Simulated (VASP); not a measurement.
Set up this calculation in VASP 6.6.1, as the native input.

| Quantity | Value |
| --- | --- |
| Task | single point |
| Functional | PBE |
| Potentials or basis | VASP PAW PBE potentials, release 64 (Nb_sv, Sn_d) |
| Cutoff | 590 eV |
| k mesh | 8 × 8 × 5 |
| Occupations | fermi-dirac, width 0.05 eV |
| Spin | no spin polarisation |
| Dipole correction | no |
| Second try | not_converged |
| Further INCAR settings | ALGO = All; EDIFF = 1e-06; NBANDS = 35 |

The structure of NbSn lies in POSCAR:

```
NbSn
1.0
    4.0271474588      0.0000000000      0.0000000000
   -2.0135737294      3.4876120091      0.0000000000
    0.0000000000      0.0000000000      5.5249382934
Nb Sn
2 2
Direct
    0.0000000000      0.0000000000      0.0000000000
    0.0000000000      0.0000000000      0.5000000000
    0.3333333300      0.6666666700      0.2500000000
    0.6666666700      0.3333333300      0.7500000000
```

The input as run:

INCAR

```
SYSTEM = NbSn
PREC = Accurate ; ENCUT = 590
EDIFF = 1E-6 ; ISMEAR = -1
SIGMA = 0.05 ; LREAL = .FALSE.
LASPH = .TRUE. ; NELM = 300
ALGO = All ; ISIF = 2
LWAVE = .FALSE. ; LCHARG = .TRUE.
GGA = PE ; LVHAR = .TRUE.
NBANDS = 35 ; GGA_COMPAT = .FALSE.
ISEARCH = 1 ; KPAR = 4
```

KPOINTS

```
regular mesh
0
G
  8 8 5
  0 0 0
```

Potentials or basis: VASP PAW PBE potentials, release 64 (Nb_sv, Sn_d).

Launch:

```sh
$ cat potpaw_PBE.64/Nb_sv/POTCAR potpaw_PBE.64/Sn_d/POTCAR > POTCAR
$ mpirun -np 4 vasp_std > vasp.out
```

It gave:

| Item | Value |
| --- | --- |
| Pressure | 31.5 GPa |
| Band gap on the k mesh | zero (bands 27 and 28 overlap by 0.95 eV) |

Caveat: the stress differs along the axes, from 27 to 41 GPa; spin-orbit coupling is left out, which moves the levels of the heavy elements.

Run time: 37 s on 4 MPI ranks on AMD EPYC 7R13 Processor (Zen 3) (shared host), peak memory 0.31 GiB a rank.
